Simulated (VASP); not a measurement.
The system is ZnS.

```
Zn S
1.0
     3.80633    0.00000    0.00000
    -1.90317    3.29638    0.00000
     0.00000    0.00000   24.91098
Zn S
8 8
Cartesian
  0.0000 2.1976 3.1100
  0.0000 0.0000 0.0063
  1.9032 1.0988 15.5646
  1.9032 1.0988 21.8035
  0.0000 0.0000 18.6835
  0.0000 2.1976 9.3485
  0.0000 0.0000 12.4545
  1.9032 1.0988 6.2270
  1.9032 1.0988 8.5666
  1.9032 1.0988 24.1401
  0.0000 2.1976 5.4427
  0.0000 0.0000 14.7855
  0.0000 0.0000 2.3364
  0.0000 0.0000 21.0199
  0.0000 2.1976 11.6802
  1.9032 1.0988 17.9008
```

Base run:

- Program: VASP 6.6.1
- Functional: PBEsol
- Potentials or basis: VASP PAW PBE potentials, release 64 (Zn, S)
- Cutoff: 520 eV
- k mesh: 10 × 10 × 2
- Occupations: fermi-dirac, width 0.02 eV
- Spin: no spin polarisation

Its results: band gap on the k mesh 2.05 eV, direct; pressure -1.1 GPa; largest force 0.019 eV/Å.

Q: The run is repeated on the same cell with these changes: functional from PBEsol to PBE; k mesh from 10 × 10 × 2 to 8 × 8 × 2. What comes out?

A: Band gap on the k mesh 2.19 eV, direct; pressure 2.6 GPa; largest force 0.019 eV/Å.

Several settings changed at once, so the effect can't be laid on one alone.

Caveats: the PAW data sets were made with another functional, which shifts forces and pressure a little (some runs).

A k mesh can miss the band edges.
